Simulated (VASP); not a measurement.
## Pr4Hg: single point with PBE

Crystal: Pr4Hg.

```
Pr Hg
1.0
     0.00000    5.80871    5.80871
     5.80871    0.00000    5.80871
     5.80871    5.80871    0.00000
Pr Hg
8 2
Direct
  0.35625 0.35625 0.35625
  0.35625 0.35625 0.93124
  0.35625 0.93124 0.35625
  0.93124 0.35625 0.35625
  0.89375 0.89375 0.31876
  0.89375 0.89375 0.89375
  0.89375 0.31876 0.89375
  0.31876 0.89375 0.89375
  0.50000 0.50000 0.50000
  0.75000 0.75000 0.75000
```

The cell was built from a structure type or drawn by symmetry, and may not be a known phase.

```yaml
Program: VASP 6.6.1
Task: single point
Functional: PBE
Potentials_or_basis: VASP PAW PBE potentials, release 64 (Pr_3, Hg), 4f in core
Cutoff: 500 eV
k_mesh: 3 × 3 × 3
Occupations: gaussian, width 0.2 eV
Spin: no spin polarisation
Dipole_correction: no
Mended: yes
Further_INCAR_settings: ALGO = Normal; EDIFF = 1e-06; NBANDS = 67
```

The pressure is 0.8 GPa, the largest force is 0.147 eV/Å and the band gap on the k mesh is zero (bands 56 and 57 overlap by 0.27 eV).

Forces on the atoms (eV/Å):
```
Pr  -0.085 -0.085 -0.085
Pr   0.085  0.085 -0.085
Pr   0.085 -0.085  0.085
Pr  -0.085  0.085  0.085
Pr  -0.085 -0.085  0.085
Pr   0.085  0.085  0.085
Pr  -0.085  0.085 -0.085
Pr   0.085 -0.085 -0.085
Hg   0.000  0.000  0.000
Hg   0.000  0.000  0.000
```

Levels at points of the mesh, in eV from the Fermi level:
```
           k point  band 51  band 52  band 53  band 54  band 55  band 56  band 57  band 58  band 59  band 60
(0.00, 0.00, 0.00)    -1.54    -0.51    -0.51     0.12     0.12     0.12     0.26     0.46     0.46     0.46
```

It took 2.4 min on 1 thread of Intel(R) Xeon(R) 6975P-C (Granite Rapids) (shared host), peak memory 0.49 GiB.

Caveat: spin-orbit coupling is left out, which moves the levels of the heavy elements; the 4f electrons are frozen in the core, so they carry no moment and show no levels. Spin polarisation is off, so any magnetic state and its effect on volume and gap are missing.
